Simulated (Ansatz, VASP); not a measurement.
# One calculation of SiBi, two programs

File INCAR:

```
ALGO = Normal
EDIFF = 1E-6
EDIFFG = -0.01
ENCUT = 600
GGA = PE
IBRION = 2
ISIF = 3
ISMEAR = 0
LASPH = True
LCHARG = False
LREAL = False
LWAVE = False
NELM = 80
NSW = 100
PREC = Accurate
SIGMA = 0.1
```

KPOINTS

```
k-points
0
Gamma
  16 16 16
```

Contents of POSCAR:

```
SiBi
1.0
    3.6056981874      0.0000000000      0.0000000000
    0.0000000000      3.6056981874      0.0000000000
    0.0000000000      0.0000000000      3.6056981874
Si Bi
1 1
Direct
    0.0000000000      0.0000000000      0.0000000000
    0.5000000000      0.5000000000      0.5000000000
```

Input for Ansatz:

```yaml
crystal:
  lattice:
    - [3.6056981874, 0.0, 0.0]
    - [0.0, 3.6056981874, 0.0]
    - [0.0, 0.0, 3.6056981874]
  atoms:
    - { symbol: Si, position: [0.0, 0.0, 0.0] }
    - { symbol: Bi, position: [0.5, 0.5, 0.5] }
basis:
  ecutwfc: 420
kpoints:
  mp_grid: { grid: [16, 16, 16] }
hamiltonian:
  xc: pbe
scf:
  occupations: { method: gaussian, width: 0.1 }
output:
  forces: true
  stress: true
  eigenvalues: true
relax:
  adjacent_minimum: "off"
  f_tol: 0.01
  max_steps: 80
  cell: { stress_tol: 0.05 }
```

Alike in both runs: task relaxation of cell and atoms; functional PBE; k mesh 16 × 16 × 16; occupations gaussian, width 0.1 eV; no spin polarisation.

```csv
,VASP,Ansatz
version,VASP 6.6.1,Ansatz 0.2.0
potentials or method,"VASP PAW PBE potentials, release 64 (Si, Bi_d), cutoff 600 eV","scalar-relativistic, plane waves, PAW"
valence electrons in the cell,19,19
```

Ansatz gave:

- gap on the k mesh at the Fermi level, each at its own relaxed structure (eV): none
- relaxed volume (Å³/atom): 23.92
- relaxed cell length with the largest relative difference (Å): 3.630

What did VASP give for the same quantities?

gap on the k mesh at the Fermi level, each at its own relaxed structure (eV): none; relaxed volume (Å³/atom): 23.91; relaxed cell length with the largest relative difference (Å): 3.630.

A gap of «none» marks a metal or a gap that the smearing closes.

Spin-orbit coupling is off throughout. Noted on VASP's run: too few bands were computed for a metal, which touches its energy and stress.
